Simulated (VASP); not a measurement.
# Ti3PO2: single point with r2SCAN

Ti3PO2:

```
CELL_PARAMETERS angstrom
3.17241 0.00000 0.00000
-1.58621 2.74739 0.00000
0.00000 0.00000 8.02282
ATOMIC_POSITIONS crystal
Ti 0.00633 0.01194 0.99769
Ti 0.66638 0.33508 0.29055
Ti 0.30967 0.66150 0.70313
P 0.99490 0.00851 0.49484
O 0.64068 0.32032 0.85031
O 0.32827 0.67637 0.13760
```

| Property | Result |
| --- | --- |
| Program | VASP 6.6.1 |
| Task | single point |
| Functional | r2SCAN |
| Potentials or basis | VASP PAW PBE potentials, release 64 (Ti_sv, P, O) |
| Cutoff | 520 eV |
| k mesh | 7 × 7 × 3 |
| Occupations | gaussian, width 0.025 eV |
| Spin | no spin polarisation |
| Dipole correction | no |
| Further INCAR settings | ALGO = Normal; EDIFF = 1e-06; NBANDS = 36 |

The pressure is -1.9 GPa. The largest force is 0.527 eV/Å and the band gap on the k mesh is zero (an odd number of electrons rules out a gap without spin polarisation).

Forces in eV/Å, atoms in the order of the input:
```
Ti  -0.372 -0.221 -0.161
Ti  -0.150  0.099 -0.205
Ti   0.079 -0.011  0.005
P   -0.032 -0.205  0.110
O    0.270  0.407  0.199
O    0.205 -0.069  0.051
```

Stress tensor (GPa, compression positive):
```
-1.60 -0.19 -0.20
-0.19 -1.59 -0.30
-0.20 -0.30 -2.42
```

Levels at points of the mesh, in eV from the Fermi level:
```csv
k point,band 22,band 23,band 24,band 25,band 26,band 27,band 28,band 29,band 30,band 31
"(0.00, 0.00, 0.00)",-4.02,-0.91,-0.88,-0.84,-0.83,-0.75,-0.06,0.24,0.31,0.37
```

Wall time 7.2 min on 1 thread of Intel(R) Xeon(R) Platinum 8488C (Sapphire Rapids), on a shared host, peak memory 0.29 GiB.

Caveat: the PAW data sets were made with another functional, which shifts forces and pressure a little; an odd number of electrons without spin polarisation forces a metal; a magnetic or distorted state may lie lower.
